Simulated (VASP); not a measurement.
PbS: single point with r2SCAN

Crystal: PbS.

```
Pb S
1.0
     0.00000    2.92053    3.00948
     2.92053    0.00000    3.00948
     2.92053    2.92053    0.00000
Pb S
1 1
Direct
  0.00000 0.00000 0.00000
  0.50000 0.50000 0.50000
```

This cell differs from its parent crystal: strain -0.015 along x and y, +0.015 along z.

| Property | Result |
| --- | --- |
| Program | VASP 6.6.1 |
| Task | single point |
| Functional | r2SCAN |
| Potentials or basis | VASP PAW PBE potentials, release 64 (Pb_d, S) |
| Cutoff | 520 eV |
| k mesh | 8 × 8 × 8 |
| Occupations | gaussian, width 0.05 eV |
| Spin | no spin polarisation |

* Pressure: 2.5 GPa
* Band gap on the k mesh: 0.53 eV

Stress tensor (GPa, compression positive):
```
 3.87  0.00  0.00
 0.00  3.87  0.00
 0.00  0.00 -0.25
```

Levels at points of the mesh, in eV from the valence-band top:
```csv
k point,band 7,band 8,band 9,band 10,band 11,band 12,band 13,band 14
"(0.00, 0.00, 0.00)",-6.11,-2.55,-2.55,-2.31,5.10,5.80,5.80,6.93
"(0.50, 0.00, 0.00)",-9.27,-2.09,-2.02,0.00,0.53,2.02,2.19,9.14
"(0.50, 0.50, 0.00)",-7.32,-5.54,-3.74,-3.74,4.12,5.78,6.24,6.24
"(0.50, 0.00, 0.50)",-7.49,-5.61,-3.96,-3.64,3.99,5.71,6.14,6.40
```

It took 97 s on 1 thread of Intel(R) Xeon(R) Platinum 8259CL CPU @ 2.50GHz (Skylake/Cascade Lake), with other jobs on the host, peak memory 0.22 GiB.

Caveat: the cell differs from its parent crystal (strain -0.015 along x and y, +0.015 along z); the PAW data sets were made with another functional, which shifts forces and pressure a little; spin-orbit coupling is left out, which moves the levels of the heavy elements. A k mesh can miss the band edges.
